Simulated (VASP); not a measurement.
## K: single point with PBEsol

The system is K.

```
K
1.0
    -2.61800    2.61800    2.59182
     2.61800   -2.61800    2.59182
     2.61800    2.61800   -2.59182
K
1
Cartesian
  0.0000 0.0000 0.0000
```

This cell differs from its parent crystal: zz strain of -1 %.

```
Program                : VASP 6.6.1
Task                   : single point
Functional             : PBEsol
Potentials or basis    : VASP PAW PBE potentials, release 64 (K_sv)
Cutoff                 : 520 eV
k mesh                 : 10 × 10 × 10
Occupations            : fermi-dirac, width 0.08 eV
Spin                   : no spin polarisation
Dipole correction      : no
Further INCAR settings : ALGO = Normal; EDIFF = 1e-06; NBANDS = 10
```

```
Pressure               : 0.0 GPa
Band gap on the k mesh : zero (an odd number of electrons rules out a gap without spin polarisation)
```

Levels at points of the mesh, in eV from the Fermi level:
```csv
k point,band 3,band 4,band 5,band 6,band 7,band 8
"(0.00, 0.00, 0.00)",-15.48,-15.48,-2.21,4.30,4.35,4.35
"(0.50, 0.00, 0.00)",-15.50,-15.48,0.45,0.71,3.16,4.96
"(0.50, 0.50, 0.00)",-15.50,-15.48,0.43,0.69,3.22,4.93
"(0.50, 0.50, 0.50)",-15.53,-15.53,1.64,1.68,3.52,3.52
```

Run time: 24 s on 1 thread of Intel(R) Xeon(R) 6975P-C (Granite Rapids) (shared host), peak memory 0.23 GiB.

Caveat: the cell differs from its parent crystal (zz strain of -1 %); the PAW data sets were made with another functional, which shifts forces and pressure a little.
